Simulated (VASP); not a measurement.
# Na15F17 (a cell with a defect) in VASP: further runs

Na15F17 (a cell with a defect) is run at these levels: PBE; tasks: single point.

Everything below comes from runs of VASP 6.6.1. Logs are shortened: lines on timing, memory, paths and dates and some standing lists are left out, and cuts for length are marked.

## 1. The cell of the first run

The cell holds a defect, 32 atoms: a = 8.141 Å, b = 8.141 Å, c = 8.141 Å, α = 109.47°, β = 109.47°, γ = 109.47°.

## 2. Single point, PBE

File INCAR:

```
PREC = Accurate
ENCUT = 520
EDIFF = 1E-7
ISMEAR = 0
SIGMA = 0.01
LREAL = Auto
LASPH = True
NELM = 60
ALGO = Normal
ISIF = 2
LWAVE = False
LCHARG = False
GGA = PE
NBANDS = 134
```

File KPOINTS:

```
Automatic mesh
0
Gamma
  2 2 2
  0.5 0.5 0.5
```

File POSCAR:

```
Na15F17
1.0
   -4.6999823628      4.6999823628      4.6999823628
    4.6999823628     -4.6999823628      4.6999823628
    4.6999823628      4.6999823628     -4.6999823628
F Na
17 15
Direct
    0.0000000000      0.2500000000      0.7500000000
    0.5000000000      0.7500000000      0.2500000000
    0.5000000000      0.0000000000      0.0000000000
    0.5000000000      0.2500000000      0.7500000000
    0.7500000000      0.5000000000      0.2500000000
    0.5000000000      0.5000000000      0.5000000000
    0.7500000000      0.7500000000      0.0000000000
    0.7343057917     -0.0156942083      0.7500000000
    0.0000000000      0.2500000000      0.2500000000
    0.7343057917      0.2500000000      0.4843057917
    0.0000000000      0.5156942083      0.0156942083
    0.0000000000      0.7500000000      0.7500000000
    0.2500000000      0.0000000000      0.2500000000
    0.0000000000     -0.0156942083      0.4843057917
    0.2656942083      0.2500000000      0.0156942083
    0.2656942083      0.5156942083      0.7500000000
    0.2500000000      0.7500000000      0.5000000000
    0.0000000000      0.4973701262      0.5026298738
    0.0000000000      0.7500000000      0.2500000000
    0.2473701262      0.0026298738      0.7500000000
    0.0000000000      0.0026298738     -0.0026298738
    0.2473701262      0.2500000000      0.5026298738
    0.2473701262      0.4973701262      0.2447402524
    0.5000000000      0.7500000000      0.7500000000
    0.2473701262      0.7447402524     -0.0026298738
    0.5052597476      0.0026298738      0.5026298738
    0.5000000000      0.2500000000      0.2500000000
    0.7526298738      0.4973701262      0.7500000000
    0.4947402524      0.4973701262     -0.0026298738
    0.7526298738      0.7552597476      0.5026298738
    0.7526298738      0.0026298738      0.2552597476
    0.7526298738      0.2500000000     -0.0026298738
```

Potentials or basis: VASP PAW PBE potentials, release 64 (F, Na_pv).

Run with:

```sh
> cat potpaw_PBE.64/F/POTCAR potpaw_PBE.64/Na_pv/POTCAR > POTCAR
> mpirun -np 1 vasp_std > vasp.out
```

OUTCAR:

```text
PREC = Accurate
   ENCUT = 520
   EDIFF = 1E-7
   ISMEAR = 0
   LREAL = Auto
   LASPH = True
   NELM = 60
   ISIF = 2
   GGA = PE

 ion  position               nearest neighbor table
   1  0.000  0.250  0.750-
   2  0.500  0.750  0.250-
   3  0.500  0.000  0.000-
   4  0.500  0.250  0.750-
   5  0.750  0.500  0.250-
   6  0.500  0.500  0.500-
   7  0.750  0.750  0.000-
   8  0.734  0.984  0.750-  24 2.20  26 2.33  30 2.33  21 2.33  32 2.33
   9  0.000  0.250  0.250-
  10  0.734  0.250  0.484-  27 2.20  31 2.33  26 2.33  28 2.33  18 2.33
  11  0.000  0.516  0.016-  19 2.20  23 2.33  25 2.33  28 2.33  32 2.33
  12  0.000  0.750  0.750-
  13  0.250  0.000  0.250-
  14  0.000  0.984  0.484-  19 2.20  31 2.33  30 2.33  20 2.33  22 2.33
  15  0.266  0.250  0.016-  27 2.20  23 2.33  29 2.33  21 2.33  20 2.33
  16  0.266  0.516  0.750-  24 2.20  25 2.33  29 2.33  22 2.33  18 2.33
  17  0.250  0.750  0.500-
  18  0.000  0.497  0.503-  10 2.33  16 2.33
  19  0.000  0.750  0.250-  11 2.20  14 2.20
  20  0.247  0.003  0.750-  14 2.33  15 2.33
  21  0.000  0.003  0.997-   8 2.33  15 2.33
  22  0.247  0.250  0.503-  14 2.33  16 2.33
  23  0.247  0.497  0.245-  11 2.33  15 2.33
  24  0.500  0.750  0.750-   8 2.20  16 2.20
  25  0.247  0.745  0.997-  16 2.33  11 2.33
  26  0.505  0.003  0.503-   8 2.33  10 2.33
  27  0.500  0.250  0.250-  10 2.20  15 2.20
  28  0.753  0.497  0.750-  10 2.33  11 2.33
  29  0.495  0.497  0.997-  16 2.33  15 2.33
  30  0.753  0.755  0.503-   8 2.33  14 2.33
  31  0.753  0.003  0.255-  10 2.33  14 2.33
  32  0.753  0.250  0.997-   8 2.33  11 2.33

  LATTYP: Found a body centered cubic cell.
 ALAT       =     9.3999647256

  Lattice vectors:

 A1 = (  -4.6999823628,   4.6999823628,   4.6999823628)
 A2 = (   4.6999823628,  -4.6999823628,   4.6999823628)
 A3 = (   4.6999823628,   4.6999823628,  -4.6999823628)

Analysis of symmetry for initial positions (statically):
=====================================================================
 Subroutine PRICEL returns:
 Original cell was already a primitive cell.

 Routine SETGRP: Setting up the symmetry group for a
 body centered cubic supercell.

 Subroutine GETGRP returns: Found 48 space group operations
 (whereof  4 operations were pure point group operations)
 out of a pool of 48 trial point group operations.

The static configuration has the point symmetry C_2v.
 The point group associated with its full space group is O_h .

Analysis of symmetry for dynamics (positions and initial velocities):
=====================================================================
 Subroutine PRICEL returns:
 Original cell was already a primitive cell.

 Routine SETGRP: Setting up the symmetry group for a
 body centered cubic supercell.

 Subroutine GETGRP returns: Found 48 space group operations
 (whereof  4 operations were pure point group operations)
 out of a pool of 48 trial point group operations.

The dynamic configuration has the point symmetry C_2v.
 The point group associated with its full space group is O_h .

 Subroutine INISYM returns: Found 48 space group operations
 (whereof  4 operations are pure point group operations),
 and found     1 'primitive' translations

----------------------------------------------------------------------------------------

                                     Primitive cell

  volume of cell :     415.2873

  direct lattice vectors                    reciprocal lattice vectors
    -4.699982363  4.699982363  4.699982363     0.000000000  0.106383378  0.106383378
     4.699982363 -4.699982363  4.699982363     0.106383378  0.000000000  0.106383378
     4.699982363  4.699982363 -4.699982363     0.106383378  0.106383378  0.000000000

  length of vectors
     8.140608247  8.140608247  8.140608247     0.150448816  0.150448816  0.150448816

  position of ions in fractional coordinates (direct lattice)
     0.000000000  0.250000000  0.750000000
     0.500000000  0.750000000  0.250000000
     0.500000000  0.000000000  0.000000000
     0.500000000  0.250000000  0.750000000
     0.750000000  0.500000000  0.250000000
     0.500000000  0.500000000  0.500000000
[... 24 lines left out ...]
     0.752629874  0.002629874  0.255259748
     0.752629874  0.250000000  0.997370126

  ion indices of the primitive-cell ions
   primitive index   ion index
                 1           1
                 2           2
                 3           3
                 4           4
                 5           5
                 6           6
[... 24 lines left out ...]
                31          31
                32          32

----------------------------------------------------------------------------------------

 KPOINTS: Automatic mesh

Automatic generation of k-mesh.
 Grid dimensions read from file:
 generate k-points for:    2    2    2

 Generating k-lattice:

  Cartesian coordinates                     Fractional coordinates (reciprocal lattice)
     0.000000000  0.053191689  0.053191689     0.500000000  0.000000000  0.000000000
     0.053191689  0.000000000  0.053191689     0.000000000  0.500000000  0.000000000
     0.053191689  0.053191689  0.000000000     0.000000000  0.000000000  0.500000000

  Length of vectors
     0.075224408  0.075224408  0.075224408

  Shift w.r.t. Gamma in fractional coordinates (k-lattice)
     0.500000000  0.500000000  0.500000000

 Subroutine IBZKPT returns following result:
 ===========================================

 Found      2 irreducible k-points:

 Following reciprocal coordinates:
            Coordinates               Weight
  0.250000  0.250000  0.250000      2.000000
 -0.250000  0.250000  0.250000      6.000000
   k-points           NKPTS =      2   k-points in BZ     NKDIM =      2   number of bands    NBANDS=    134
   number of dos      NEDOS =    301   number of ions     NIONS =     32
   total plane-waves  NPLWV = 262144
   dimension x,y,z NGX =    64 NGY =   64 NGZ =   64
   dimension x,y,z NGXF=   128 NGYF=  128 NGZF=  128
   ions per type =              17  15
   NGX,Y,Z   is equivalent  to a cutoff of  13.07, 13.07, 13.07 a.u.
   NGXF,Y,Z  is equivalent  to a cutoff of  26.14, 26.14, 26.14 a.u.
 SYSTEM =  unknown system
   PREC   = accura    normal or accurate (medium, high low for compatibility)
   ISTART =      0    job   : 0-new  1-cont  2-samecut
   ICHARG =      2    charge: 1-file 2-atom 10-const
   ISPIN  =      1    spin polarized calculation?
   LNONCOLLINEAR =      F non collinear calculations
   LSORBIT =      F    spin-orbit coupling
   LASPH  =      T    aspherical Exc in radial PAW
   ENCUT  =  520.0 eV  38.22 Ry    6.18 a.u.  15.14 15.14 15.14*2*pi/ulx,y,z
   NELM   =     60;   NELMIN=  2; NELMDL= -5     # of ELM steps
   EDIFF  = 0.1E-06   stopping-criterion for ELM
   LREAL  =      T    real-space projection
   EDIFFG = 0.1E-05   stopping-criterion for IOM
   NSW    =      0    number of steps for IOM
   IBRION =     -1    ionic relax: 0-MD 1-quasi-New 2-CG
   NFREE  =      0    steps in history (QN), initial steepest desc. (CG)
   ISIF   =      2    stress and relaxation
   ISYM   =      2    0-nonsym 1-usesym 2-fastsym
   POTIM  = 0.5000    time-step for ionic-motion
   TEBEG  =    0.0;   TEEND  =   0.0 temperature during run
   PSTRESS=    0.0 pullay stress
   NELECT =     224.0000    total number of electrons
   NUPDOWN=      -1.0000    fix difference up-down
   EMIN   =  10.00;   EMAX   =-10.00  energy-range for DOS
   EFERMI =   0.00;   METHOD = LEGACY
   ISMEAR =     0;   SIGMA  =   0.01  broadening in eV -4-tet -1-fermi 0-gaus
   EFERMI_NEDOS =   21; number of points for ismear=-14 and -15
   IALGO  =     38    algorithm
   IMIX   =      4    mixing-type and parameters
     AMIX     =   0.40;   BMIX     =  1.00
     AMIX_MAG =   1.60;   BMIX_MAG =  1.00
  volume/ion in A,a.u.               =      12.98        87.58
  Fermi-wavevector in a.u.,A,eV,Ry     =   1.332625  2.518296 24.162441  1.775889
  Thomas-Fermi vector in A             =   2.461545
   LORBIT       =      0    0 simple, 1 ext, 2 COOP (PROOUT), +10 PAW based schemes
   GGA     = PE    functional components
   LHFCALC =     F    Hartree Fock is set to
   AEXX    =    0.0000 exact exchange contribution
   IVDW    =     0    specifies the selected vdW correction
   LEPSILON=     F    determine dielectric tensor
   LRPA    =     F    only Hartree local field effects (RPA)
 non-spin polarized calculation
 Gauss-broadening in eV      SIGMA  =   0.01
  energy-cutoff  :      520.00
  volume of cell :      415.29
 maximum number of plane-waves:     11205
 NGX is ok and might be reduce to    64
   NGX = 31   NGY = 31   NGZ = 31

 number of electron     223.9999772 magnetization

 Free energy of the ion-electron system (eV)
  ---------------------------------------------------
  ext. energy  EPLUGINS =         0.00000000
  ---------------------------------------------------
  free energy    TOTEN  =      -130.69787989 eV

  energy without entropy =     -130.69016602  energy(sigma->0) =     -130.69402295

 E-fermi :  -2.3098     XC(G=0):  -8.9375

 val. band max:       -2.3393986391   @ k =  -0.2500   0.2500   0.2500
 cond. band min:      -2.3067917513   @ k =  -0.2500   0.2500   0.2500
 fundamental gap:      0.0326068878
 Fermi energy:        -2.3098365617

 k-point     1 :       0.2500    0.2500    0.2500
  band No.  band energies     occupation
      1     -22.4147      2.00000
      2     -22.2586      2.00000
      3     -22.2586      2.00000
      4     -22.0949      2.00000
      5     -22.0949      2.00000
      6     -22.0949      2.00000
[... 116 lines left out ...]
    123       8.8910      0.00000
    124       8.9376      0.00000

 k-point     2 :      -0.2500    0.2500    0.2500
  band No.  band energies     occupation
      1     -22.3836      2.00000
      2     -22.2678      2.00000
      3     -22.2678      2.00000
      4     -22.2314      2.00000
      5     -22.1367      2.00000
      6     -22.1311      2.00000
[... 116 lines left out ...]
    123       8.4348      0.00000
    124       9.4360      0.00000
 [bands above 124 left out]

------------------------ aborting loop because EDIFF is reached ----------------------------------------

  FORCE on cell =-STRESS in cart. coord.  units (eV):
  Direction    XX          YY          ZZ          XY          YZ          ZX
  --------------------------------------------------------------------------------------
  -------------------------------------------------------------------------------------
  Total        1.0478583      1.0478583      1.0478583     -0.0000000     -0.0000000      0.0000000
  in kB        4.0426345      4.0426345      4.0426345     -0.0000000     -0.0000000      0.0000000
  external PRESSURE =       4.0426345 kB  Pullay stress =       0.0000000 kB

 VOLUME and BASIS-vectors are now :
 -----------------------------------------------------------------------------
  energy-cutoff  :      520.00
  volume of cell :      415.29
      direct lattice vectors                 reciprocal lattice vectors
    -4.699982363  4.699982363  4.699982363     0.000000000  0.106383378  0.106383378
     4.699982363 -4.699982363  4.699982363     0.106383378  0.000000000  0.106383378
     4.699982363  4.699982363 -4.699982363     0.106383378  0.106383378  0.000000000

 POSITION                                       TOTAL-FORCE (eV/Angst)
 -----------------------------------------------------------------------------------
      4.69998      2.34999     -2.34999        -0.000000      0.000000      0.000000
      2.34999      0.00000      4.69998        -0.000000      0.000000      0.000000
     -2.34999      2.34999      2.34999        -0.000000      0.000000      0.000000
      2.34999      4.69998      0.00000        -0.000000      0.000000      0.000000
      0.00000      2.34999      4.69998        -0.000000      0.000000      0.000000
      2.34999      2.34999      2.34999        -0.000000      0.000000      0.000000
[... 24 lines left out ...]
     -2.32527      4.72470      2.34999         0.021250      0.021250      0.000000
      2.32527      7.04997      0.02472        -0.021250      0.000000      0.021250
 -----------------------------------------------------------------------------------
    total drift:                                0.000000      0.000000     -0.000000

  FREE ENERGIE OF THE ION-ELECTRON SYSTEM (eV)
  ---------------------------------------------------
  free  energy   TOTEN  =      -130.6978798925 eV

  energy  without entropy=     -130.6901660166  energy(sigma->0) =     -130.69402295
```

Run time: 4.1 min. Hardware: 1 thread of Intel Xeon Platinum 8488C (Sapphire Rapids), shared host; peak memory 0.55 GiB.

Results:

| Item | Value |
| --- | --- |
| Free energy | -130.6979 eV |
| Pressure | 0.4 GPa |
| Largest force | 0.030 eV/Å |
| Band gap on the k mesh | zero (bands 112 and 113 overlap by 0.04 eV) |

Forces on the atoms (eV/Å):
```
F    0.000  0.000  0.000
F    0.000  0.000  0.000
F    0.000  0.000  0.000
F    0.000  0.000  0.000
F    0.000  0.000  0.000
F    0.000  0.000  0.000
F    0.000  0.000  0.000
F    0.000  0.000 -0.018
F    0.000  0.000  0.000
F    0.000 -0.018  0.000
F    0.018  0.000  0.000
F    0.000  0.000  0.000
F    0.000  0.000  0.000
F   -0.018  0.000  0.000
F    0.000  0.018  0.000
F    0.000  0.000  0.018
F    0.000  0.000  0.000
Na   0.000  0.021 -0.021
Na   0.000  0.000  0.000
Na   0.021 -0.021  0.000
Na   0.000 -0.021  0.021
Na   0.021  0.000 -0.021
Na  -0.021 -0.021  0.000
Na   0.000  0.000  0.000
Na  -0.021  0.000 -0.021
Na   0.000  0.021  0.021
Na   0.000  0.000  0.000
Na  -0.021  0.021  0.000
Na   0.000 -0.021 -0.021
Na   0.021  0.000  0.021
Na   0.021  0.021  0.000
Na  -0.021  0.000  0.021
```

Caveat: the k points lie up to 0.47 Å⁻¹ apart.

## 3. Single point, PBE

File INCAR:

```
SYSTEM = Na15F17
  ALGO = Normal
  EDIFF = 1E-6
  ENCUT = 520
  GGA = PE
  ISIF = 2
  ISMEAR = 0
  LASPH = .True.
  LCHARG = .False.
  LREAL = Auto
  LWAVE = .False.
  NBANDS = 134
  NELECT = 222.0
  NELM = 60
  PREC = Accurate
  SIGMA = 0.01
```

KPOINTS is that of step 2.

File POSCAR:

```
Na15F17
1.0
   -4.6999823628      4.6999823628      4.6999823628
    4.6999823628     -4.6999823628      4.6999823628
    4.6999823628      4.6999823628     -4.6999823628
F Na
17 15
Direct
    0.0000000000      0.2500000000      0.7500000000
    0.5000000000      0.7500000000      0.2500000000
    0.5000000000      0.0000000000      0.0000000000
    0.5000000000      0.2500000000      0.7500000000
    0.7500000000      0.5000000000      0.2500000000
    0.5000000000      0.5000000000      0.5000000000
    0.7500000000      0.7500000000      0.0000000000
    0.7423801377     -0.0076198623      0.7500000000
    0.0000000000      0.2500000000      0.2500000000
    0.7423801377      0.2500000000      0.4923801377
    0.0000000000      0.5076198623      0.0076198623
    0.0000000000      0.7500000000      0.7500000000
    0.2500000000      0.0000000000      0.2500000000
    0.0000000000     -0.0076198623      0.4923801377
    0.2576198623      0.2500000000      0.0076198623
    0.2576198623      0.5076198623      0.7500000000
    0.2500000000      0.7500000000      0.5000000000
    0.0000000000      0.4963713702      0.5036286298
    0.0000000000      0.7500000000      0.2500000000
    0.2463713702      0.0036286298      0.7500000000
    0.0000000000      0.0036286298     -0.0036286298
    0.2463713702      0.2500000000      0.5036286298
    0.2463713702      0.4963713702      0.2427427404
    0.5000000000      0.7500000000      0.7500000000
    0.2463713702      0.7427427404     -0.0036286298
    0.5072572596      0.0036286298      0.5036286298
    0.5000000000      0.2500000000      0.2500000000
    0.7536286298      0.4963713702      0.7500000000
    0.4927427404      0.4963713702     -0.0036286298
    0.7536286298      0.7572572596      0.5036286298
    0.7536286298      0.0036286298      0.2572572596
    0.7536286298      0.2500000000     -0.0036286298
```

Potentials or basis: VASP PAW PBE potentials, release 64 (F, Na_pv).

Run with:

```sh
> cat potpaw_PBE.64/F/POTCAR potpaw_PBE.64/Na_pv/POTCAR > POTCAR
> mpirun -np 1 vasp_std > vasp.out
```

Wall time 5.9 min (1 thread of Intel Xeon Platinum 8488C (Sapphire Rapids), shared host); peak memory 0.54 GiB.

The run converged. Its results:

```yaml
Free_energy: -125.5325 eV
Largest_force: 0.004 eV/Å
```

Forces on the atoms (eV/Å):
```
F    0.000  0.000  0.000
F    0.000  0.000  0.000
F    0.000  0.000  0.000
F    0.000  0.000  0.000
F    0.000  0.000  0.000
F    0.000  0.000  0.000
F    0.000  0.000  0.000
F    0.000  0.000  0.003
F    0.000  0.000  0.000
F    0.000  0.003  0.000
F   -0.003  0.000  0.000
F    0.000  0.000  0.000
F    0.000  0.000  0.000
F    0.003  0.000  0.000
F    0.000 -0.003  0.000
F    0.000  0.000 -0.003
F    0.000  0.000  0.000
Na   0.000 -0.003  0.003
Na   0.000  0.000  0.000
Na  -0.003  0.003  0.000
Na   0.000  0.003 -0.003
Na  -0.003  0.000  0.003
Na   0.003  0.003  0.000
Na   0.000  0.000  0.000
Na   0.003  0.000  0.003
Na   0.000 -0.003 -0.003
Na   0.000  0.000  0.000
Na   0.003 -0.003  0.000
Na   0.000  0.003  0.003
Na  -0.003  0.000 -0.003
Na  -0.003 -0.003  0.000
Na   0.003  0.000 -0.003
```

Levels at points of the mesh, in eV from the Fermi level:
```
           k point  band 108  band 109  band 110  band 111  band 112  band 113  band 114  band 115
(0.25, 0.25, 0.25)     -0.04     -0.03     -0.03     -0.01     -0.01     -0.01      8.46      8.46
```

Caveat: the k points lie up to 0.47 Å⁻¹ apart; the cell carries a net charge on a neutralising background, which shifts energy and pressure; the cell is charged against a uniform background, so pressure and absolute levels hang on convention.
